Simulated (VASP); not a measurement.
Input of a VASP 6.6.1 run:

The input INCAR:

```
PREC = Accurate ; ENCUT = 520
EDIFF = 1E-6 ; ISMEAR = -1
SIGMA = 0.02 ; LREAL = False
LASPH = True ; NELM = 100
ALGO = Normal ; ISIF = 2
LWAVE = False ; LCHARG = False
GGA = PE ; NBANDS = 48
```

The input KPOINTS:

```
Automatic mesh
0
Gamma
  8 4 4
```

POSCAR

```
ZrSi3O8
1.0
    3.4697106732      0.0000000000      0.0000000000
    0.0000000000      5.8136657061      0.0000000000
    0.0000000000      0.0000000000      5.7462823995
Si O Zr
3 8 1
Direct
    0.5000000000      0.2474272700      0.5581198225
    0.0000000000      0.0000000000     -0.0788997301
    0.5000000000      0.7525727300      0.5581198225
    0.5000000000      0.0000000000      0.4143605606
    0.0000000000      0.2054097472      0.1161758293
    0.0000000000      0.2343392240      0.6569450752
    0.5000000000      0.0000000000      0.8370225421
    0.5000000000      0.5000000000      0.3906452241
    0.0000000000      0.7945902528      0.1161758293
    0.0000000000      0.7656607760      0.6569450752
    0.5000000000      0.5000000000      0.7963888510
    0.0000000000      0.5000000000     -0.0219989017
```

Potentials or basis: VASP PAW PBE potentials, release 64 (Si, O, Zr_sv).

Run with:

```sh
$ cat potpaw_PBE.64/Si/POTCAR potpaw_PBE.64/O/POTCAR potpaw_PBE.64/Zr_sv/POTCAR > POTCAR
$ mpirun -np 1 vasp_std > vasp.out
```

Task: Predict the band gap on the k mesh.

Result: 3.70 eV (least direct gap 3.79 eV).

Task: Predict the largest force.

Result: 0.474 eV/Å.

Task: Estimate the pressure.

Result: 7.3 GPa.

Forces in eV/Å, atoms in the order of the input:
```
Si   0.000  0.076  0.107
Si   0.000  0.000 -0.353
Si   0.000 -0.076  0.107
O    0.000  0.000 -0.474
O    0.000  0.118  0.458
O    0.000  0.030  0.026
O    0.000  0.000 -0.003
O    0.000  0.000 -0.335
O    0.000 -0.118  0.458
O    0.000 -0.030  0.026
O    0.000  0.000  0.057
Zr   0.000  0.000 -0.075
```

Caveat: the cell stands under pressure. A k mesh can miss the band edges.
